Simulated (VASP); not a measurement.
# CuO (C2/c) in VASP: single point with PBE+U

Aim: the single point of CuO with PBE+U.

Everything below comes from runs of VASP 6.6.1. Logs are shortened: lines on timing, memory, paths and dates and some standing lists are left out, and cuts for length are marked.

## Step 1: The cell of the first run

It takes space group C2/c (No. 15, monoclinic). The conventional cell has a = 4.683 Å, b = 3.429 Å, c = 5.130 Å, α = 90.00°, β = 99.31°, γ = 90.00°. Within 2.6 Å of Cu (site symmetry -1) lie 4 O at 1.94 to 1.97 Å. Within 2.7 Å of O (site symmetry 2) lie 4 Cu at 1.94 to 1.97 Å and 2 O at 2.61 Å.

## Step 2: Single point, PBE+U, collinear spin

Contents of INCAR:

```
ALGO = Normal
EDIFF = 1E-7
ENCUT = 520
GGA = PE
ISIF = 2
ISMEAR = -1
ISPIN = 2
ISYM = 0
LASPH = T
LCHARG = T
LDAU = T
LDAUJ = 0 0
LDAUL = 2 -1
LDAUPRINT = 1
LDAUTYPE = 2
LDAUU = 6.1 0
LELF = T
LMAXMIX = 4
LORBIT = 11
LREAL = F
LVHAR = T
LWAVE = F
MAGMOM = 0.63 -0.63 0 0
NBANDS = 29
NELM = 150
PREC = Accurate
SIGMA = 0.1
```

Contents of KPOINTS:

```
k-points
0
Gamma
  8 8 5
```

Contents of POSCAR:

```
CuO
1.0
    2.3416000000     -1.7144000000      0.0000000000
    2.3416000000      1.7144000000      0.0000000000
   -0.8297400000      0.0000000000      5.0621500000
Cu O
2 2
Direct
    0.0000000000      0.5000000000      0.0000000000
    0.5000000000      0.0000000000      0.5000000000
    0.5719000000      0.4281000000      0.2500000000
    0.4281000000      0.5719000000      0.7500000000
```

Potentials or basis: VASP PAW PBE potentials, release 64 (Cu, O).

Started as:

```
cat potpaw_PBE.64/Cu/POTCAR potpaw_PBE.64/O/POTCAR > POTCAR
mpirun -np 1 vasp_std > vasp.out
```

OUTCAR:

```text
EDIFF = 1E-7
   ENCUT = 520
   GGA = PE
   ISIF = 2
   ISMEAR = -1
   ISPIN = 2
   ISYM = 0
   LASPH = T
   LORBIT = 11
   LREAL = F
   NELM = 150
   PREC = Accurate

 ion  position               nearest neighbor table
   1  0.000  0.500  0.000-   3 1.94   4 1.94   4 1.97   3 1.97
   2  0.500  0.000  0.500-   4 1.94   3 1.94   4 1.97   3 1.97
   3  0.572  0.428  0.250-   2 1.94   1 1.94   2 1.97   1 1.97
   4  0.428  0.572  0.750-   1 1.94   2 1.94   2 1.97   1 1.97

IMPORTANT INFORMATION: All symmetrisations will be switched off!
NOSYMM: (Re-)initialisation of all symmetry stuff for point group C_1.

----------------------------------------------------------------------------------------

                                     Primitive cell

  volume of cell :      40.6434

  direct lattice vectors                    reciprocal lattice vectors
     2.341600000 -1.714400000  0.000000000     0.213529211 -0.291647224  0.034999699
     2.341600000  1.714400000  0.000000000     0.213529211  0.291647224  0.034999699
    -0.829740000  0.000000000  5.062150000     0.000000000  0.000000000  0.197544522

  length of vectors
     2.902112665  2.902112665  5.129700877     0.363149839  0.363149839  0.197544522

  position of ions in fractional coordinates (direct lattice)
     0.000000000  0.500000000  0.000000000
     0.500000000  1.000000000  0.500000000
     0.571900000  0.428100000  0.250000000
     0.428100000  0.571900000  0.750000000

  ion indices of the primitive-cell ions
   primitive index   ion index
                 1           1
                 2           2
                 3           3
                 4           4

----------------------------------------------------------------------------------------

 KPOINTS: k-points

Automatic generation of k-mesh.
 Grid dimensions read from file:
 generate k-points for:    8    8    5

 Generating k-lattice:

  Cartesian coordinates                     Fractional coordinates (reciprocal lattice)
     0.026691151 -0.036455903  0.004374962     0.125000000  0.000000000 -0.000000000
     0.026691151  0.036455903  0.004374962     0.000000000  0.125000000 -0.000000000
     0.000000000  0.000000000  0.039508904     0.000000000  0.000000000  0.200000000

  Length of vectors
     0.045393730  0.045393730  0.039508904

  Shift w.r.t. Gamma in fractional coordinates (k-lattice)
     0.000000000  0.000000000  0.000000000

 Subroutine IBZKPT returns following result:
 ===========================================

 Found    162 irreducible k-points:

 Following reciprocal coordinates:
            Coordinates               Weight
  0.000000  0.000000  0.000000      1.000000
  0.125000  0.000000  0.000000      2.000000
  0.000000 -0.125000 -0.000000      2.000000
  0.250000  0.000000  0.000000      2.000000
  0.000000 -0.250000 -0.000000      2.000000
  0.375000  0.000000  0.000000      2.000000
[... 16 lines left out ...]
  0.375000  0.250000  0.000000      2.000000
 -0.250000 -0.375000 -0.000000      2.000000
 [... further k-points ...]
   k-points           NKPTS =    162   k-points in BZ     NKDIM =    162   number of bands    NBANDS=     29
   number of dos      NEDOS =    301   number of ions     NIONS =      4
   total plane-waves  NPLWV =  23040
   dimension x,y,z NGX =    24 NGY =   24 NGZ =   40
   dimension x,y,z NGXF=    48 NGYF=   48 NGZF=   80
   ions per type =               2   2
   NGX,Y,Z   is equivalent  to a cutoff of  13.75, 13.75, 12.96 a.u.
   NGXF,Y,Z  is equivalent  to a cutoff of  27.50, 27.50, 25.93 a.u.
 SYSTEM =  unknown system
   PREC   = accura    normal or accurate (medium, high low for compatibility)
   ISTART =      0    job   : 0-new  1-cont  2-samecut
   ICHARG =      2    charge: 1-file 2-atom 10-const
   ISPIN  =      2    spin polarized calculation?
   LNONCOLLINEAR =      F non collinear calculations
   LSORBIT =      F    spin-orbit coupling
   LASPH  =      T    aspherical Exc in radial PAW
   ENCUT  =  520.0 eV  38.22 Ry    6.18 a.u.   5.40  5.40  9.54*2*pi/ulx,y,z
   NELM   =    150;   NELMIN=  2; NELMDL= -5     # of ELM steps
   EDIFF  = 0.1E-06   stopping-criterion for ELM
   LREAL  =      F    real-space projection
   EDIFFG = 0.1E-05   stopping-criterion for IOM
   NSW    =      0    number of steps for IOM
[... 19 lines left out ...]
  Thomas-Fermi vector in A             =   2.648334
   LORBIT       =     11    0 simple, 1 ext, 2 COOP (PROOUT), +10 PAW based schemes
 LDA+U is selected, type is set to LDAUTYPE =  2
   angular momentum for each species LDAUL =     2   -1
   U (eV)           for each species LDAUU =   6.1  0.0
   J (eV)           for each species LDAUJ =   0.0  0.0
   GGA     = PE    functional components
   LHFCALC =     F    Hartree Fock is set to
   AEXX    =    0.0000 exact exchange contribution
   IVDW    =     0    specifies the selected vdW correction
   LEPSILON=     F    determine dielectric tensor
   LRPA    =     F    only Hartree local field effects (RPA)
 spin polarized calculation
  energy-cutoff  :      520.00
  volume of cell :       40.64
 maximum number of plane-waves:      1129
 NGX is ok and might be reduce to    24
   NGX = 11   NGY = 11   NGZ = 19

 number of electron      34.0000009 magnetization       0.0000000

atom =   1  type =  1  l = 2

 onsite density matrix

spin component  1

  0.9687  0.0010  0.0073 -0.0058  0.0013
  0.0010  0.9904 -0.0006 -0.0229  0.0073
  0.0073 -0.0006  0.9768  0.0006 -0.0012
 -0.0058 -0.0229  0.0006  1.0079 -0.0103
  0.0013  0.0073 -0.0012 -0.0103  0.9777

spin component  2

  0.9622 -0.0319  0.0092  0.0378 -0.0115
 -0.0319  0.7767  0.0058  0.2697 -0.0797
  0.0092  0.0058  0.9771 -0.0076  0.0012
  0.0378  0.2697 -0.0076  0.6081  0.1094
 -0.0115 -0.0797  0.0012  0.1094  0.9437

 occupancies and eigenvectors

  o =  0.3730  v =  0.0000  0.0000  0.0000  0.0000  0.0000  0.0859  0.5741 -0.0170 -0.7805  0.2316      0.0000  0.0000  0.0000  0.0000  0.0000  0.0000  0.0000  0.0000  0.0000  0.0000
  o =  0.9613  v =  0.0000  0.0000  0.0000  0.0000  0.0000  0.8567  0.1359 -0.4569  0.1818 -0.0755      0.0000  0.0000  0.0000  0.0000  0.0000  0.0000  0.0000  0.0000  0.0000  0.0000
  o =  0.9636  v =  0.8547  0.1118 -0.4767  0.1644 -0.0531  0.0000  0.0000  0.0000  0.0000  0.0000      0.0000  0.0000  0.0000  0.0000  0.0000  0.0000  0.0000  0.0000  0.0000  0.0000
  o =  0.9743  v = -0.0724 -0.0602 -0.1563 -0.3343 -0.9246  0.0000  0.0000  0.0000  0.0000  0.0000      0.0000  0.0000  0.0000  0.0000  0.0000  0.0000  0.0000  0.0000  0.0000  0.0000
  o =  0.9747  v = -0.0756  0.8101  0.2424  0.4627 -0.2551  0.0000  0.0000  0.0000  0.0000  0.0000      0.0000  0.0000  0.0000  0.0000  0.0000  0.0000  0.0000  0.0000  0.0000  0.0000
  o =  0.9752  v =  0.0000  0.0000  0.0000  0.0000  0.0000  0.1161 -0.7841 -0.2514 -0.4712  0.2941      0.0000  0.0000  0.0000  0.0000  0.0000  0.0000  0.0000  0.0000  0.0000  0.0000
  o =  0.9760  v =  0.0000  0.0000  0.0000  0.0000  0.0000  0.0907  0.0907  0.1827  0.3434  0.9123      0.0000  0.0000  0.0000  0.0000  0.0000  0.0000  0.0000  0.0000  0.0000  0.0000
  o =  0.9814  v = -0.5001  0.1777 -0.8304  0.1123  0.1273  0.0000  0.0000  0.0000  0.0000  0.0000      0.0000  0.0000  0.0000  0.0000  0.0000  0.0000  0.0000  0.0000  0.0000  0.0000
  o =  0.9823  v =  0.0000  0.0000  0.0000  0.0000  0.0000 -0.4867  0.1702 -0.8332  0.1338  0.1480      0.0000  0.0000  0.0000  0.0000  0.0000  0.0000  0.0000  0.0000  0.0000  0.0000
  o =  1.0275  v =  0.0924  0.5440 -0.0091 -0.7965  0.2468  0.0000  0.0000  0.0000  0.0000  0.0000      0.0000  0.0000  0.0000  0.0000  0.0000  0.0000  0.0000  0.0000  0.0000  0.0000

atom =   2  type =  1  l = 2

 onsite density matrix

spin component  1

  0.9622 -0.0319 -0.0092 -0.0378  0.0115
 -0.0319  0.7767 -0.0058 -0.2697  0.0797
 -0.0092 -0.0058  0.9771 -0.0076  0.0012
 -0.0378 -0.2697 -0.0076  0.6081  0.1094
  0.0115  0.0797  0.0012  0.1094  0.9437

spin component  2

  0.9687  0.0010 -0.0073  0.0058 -0.0013
  0.0010  0.9904  0.0006  0.0229 -0.0073
 -0.0073  0.0006  0.9768  0.0006 -0.0012
  0.0058  0.0229  0.0006  1.0079 -0.0103
 -0.0013 -0.0073 -0.0012 -0.0103  0.9777

 occupancies and eigenvectors

  o =  0.3730  v = -0.0859 -0.5741 -0.0170 -0.7805  0.2316  0.0000  0.0000  0.0000  0.0000  0.0000      0.0000  0.0000  0.0000  0.0000  0.0000  0.0000  0.0000  0.0000  0.0000  0.0000
  o =  0.9613  v =  0.8567  0.1359  0.4569 -0.1818  0.0755  0.0000  0.0000  0.0000  0.0000  0.0000      0.0000  0.0000  0.0000  0.0000  0.0000  0.0000  0.0000  0.0000  0.0000  0.0000
  o =  0.9636  v =  0.0000  0.0000  0.0000  0.0000  0.0000  0.8547  0.1118  0.4767 -0.1644  0.0531      0.0000  0.0000  0.0000  0.0000  0.0000  0.0000  0.0000  0.0000  0.0000  0.0000
  o =  0.9743  v =  0.0000  0.0000  0.0000  0.0000  0.0000  0.0724  0.0602 -0.1563 -0.3343 -0.9246      0.0000  0.0000  0.0000  0.0000  0.0000  0.0000  0.0000  0.0000  0.0000  0.0000
  o =  0.9747  v =  0.0000  0.0000  0.0000  0.0000  0.0000  0.0756 -0.8101  0.2424  0.4627 -0.2551      0.0000  0.0000  0.0000  0.0000  0.0000  0.0000  0.0000  0.0000  0.0000  0.0000
  o =  0.9752  v =  0.1161 -0.7841  0.2514  0.4712 -0.2941  0.0000  0.0000  0.0000  0.0000  0.0000      0.0000  0.0000  0.0000  0.0000  0.0000  0.0000  0.0000  0.0000  0.0000  0.0000
  o =  0.9760  v = -0.0907 -0.0907  0.1827  0.3434  0.9123  0.0000  0.0000  0.0000  0.0000  0.0000      0.0000  0.0000  0.0000  0.0000  0.0000  0.0000  0.0000  0.0000  0.0000  0.0000
  o =  0.9814  v =  0.0000  0.0000  0.0000  0.0000  0.0000 -0.5001  0.1777  0.8304 -0.1123 -0.1273      0.0000  0.0000  0.0000  0.0000  0.0000  0.0000  0.0000  0.0000  0.0000  0.0000
  o =  0.9823  v =  0.4867 -0.1702 -0.8332  0.1338  0.1480  0.0000  0.0000  0.0000  0.0000  0.0000      0.0000  0.0000  0.0000  0.0000  0.0000  0.0000  0.0000  0.0000  0.0000  0.0000
  o =  1.0275  v =  0.0000  0.0000  0.0000  0.0000  0.0000 -0.0924 -0.5440 -0.0091 -0.7965  0.2468      0.0000  0.0000  0.0000  0.0000  0.0000  0.0000  0.0000  0.0000  0.0000  0.0000

 number of electron      34.0000009 magnetization      -0.0000000

 Free energy of the ion-electron system (eV)
  ---------------------------------------------------
  ext. energy  EPLUGINS =         0.00000000
  ---------------------------------------------------
  free energy    TOTEN  =       -16.31050748 eV

  energy without entropy =      -16.31024291  energy(sigma->0) =      -16.31037520

 E-fermi :   5.5065     XC(G=0): -11.8215

 val. band max:        4.9165261936   @ k =   0.0000   0.0000   0.0000
 cond. band min:       6.0782024295   @ k =   0.0000  -0.2500  -0.4000
 fundamental gap:      1.1616762359
 Fermi energy:         5.5064566128

 spin component 1

 k-point     1 :       0.0000    0.0000    0.0000
  band No.  band energies     occupation
      1     -14.0060      1.00000
      2     -12.5873      1.00000
      3      -3.0158      1.00000
      4      -2.3484      1.00000
      5      -0.5040      1.00000
      6      -0.2707      1.00000
[... 1529 lines left out ...]
     28      24.1196      0.00000
     29      24.4897      0.00000

 [... further k-points ...]

------------------------ aborting loop because EDIFF is reached ----------------------------------------

  FORCE on cell =-STRESS in cart. coord.  units (eV):
  Direction    XX          YY          ZZ          XY          YZ          ZX
  --------------------------------------------------------------------------------------
  -------------------------------------------------------------------------------------
  Total        0.5299639      0.8769601      1.0734846     -0.0000167      0.0000021      0.3351083
  in kB       20.8913725     34.5700912     42.3171604     -0.0006603      0.0000809     13.2100939
  external PRESSURE =      32.5928747 kB  Pullay stress =       0.0000000 kB

 VOLUME and BASIS-vectors are now :
 -----------------------------------------------------------------------------
  energy-cutoff  :      520.00
  volume of cell :       40.64
      direct lattice vectors                 reciprocal lattice vectors
     2.341600000 -1.714400000  0.000000000     0.213529211 -0.291647224  0.034999699
     2.341600000  1.714400000  0.000000000     0.213529211  0.291647224  0.034999699
    -0.829740000  0.000000000  5.062150000     0.000000000  0.000000000  0.197544522

 POSITION                                       TOTAL-FORCE (eV/Angst)
 -----------------------------------------------------------------------------------
      1.17080      0.85720      0.00000        -0.000000      0.000000     -0.000000
      0.75593     -0.85720      2.53107         0.000000      0.000000     -0.000000
      2.13417     -0.24653      1.26554         0.000000     -0.134769     -0.000003
      1.71930      0.24653      3.79661        -0.000000      0.134769      0.000003
 -----------------------------------------------------------------------------------
    total drift:                               -0.000000     -0.000001      0.000000

  FREE ENERGIE OF THE ION-ELECTRON SYSTEM (eV)
  ---------------------------------------------------
  free  energy   TOTEN  =       -16.3105074838 eV

  energy  without entropy=      -16.3102429112  energy(sigma->0) =      -16.31037520

 total charge

# of ion       s       p       d       tot
------------------------------------------
    1        0.378   0.395   9.168   9.940
    2        0.378   0.395   9.168   9.940
    3        1.559   3.444   0.000   5.003
    4        1.559   3.444   0.000   5.003
--------------------------------------------------
tot          3.873   7.678  18.335  29.886

 magnetization (x)

# of ion       s       p       d       tot
------------------------------------------
    1       -0.005  -0.006   0.654   0.642
    2        0.005   0.006  -0.654  -0.642
    3       -0.000  -0.000   0.000  -0.000
    4       -0.000  -0.000   0.000  -0.000
--------------------------------------------------
tot         -0.000  -0.000   0.000  -0.000
```

Run time: 5.9 min. Hardware: 1 thread of Intel Xeon 8259CL, shared host; peak memory 0.38 GiB.

What came out:

```yaml
Free_energy: -16.3105 eV
Pressure: 3.3 GPa
Largest_force: 0.135 eV/Å
Band_gap_on_the_k_mesh: 1.16 eV (least direct gap 1.44 eV)
Net_moment: 0.00 μB per cell
Site_moments: Cu +0.64, -0.64; O -0.00 μB
Valence_electrons_inside_the_program's_atomic_spheres: Cu 9.94; O 5.00
```

Forces on the atoms (eV/Å):
```
Cu   0.000  0.000  0.000
Cu   0.000  0.000  0.000
O    0.000 -0.135  0.000
O    0.000  0.135  0.000
```

Stress tensor (GPa, compression positive):
```
2.09 0.00 1.32
0.00 3.46 0.00
1.32 0.00 4.23
```

Eigenvalues of the final occupation matrices:
```csv
site,spin,trace,eigenvalues
site 1 d,1,4.92,0.96 0.97 0.97 0.98 1.03
site 1 d,2,4.27,0.37 0.96 0.98 0.98 0.98
site 2 d,1,4.27,0.37 0.96 0.98 0.98 0.98
site 2 d,2,4.92,0.96 0.97 0.97 0.98 1.03
```

Caveat: the cell stands under pressure. A k mesh can miss the band edges.
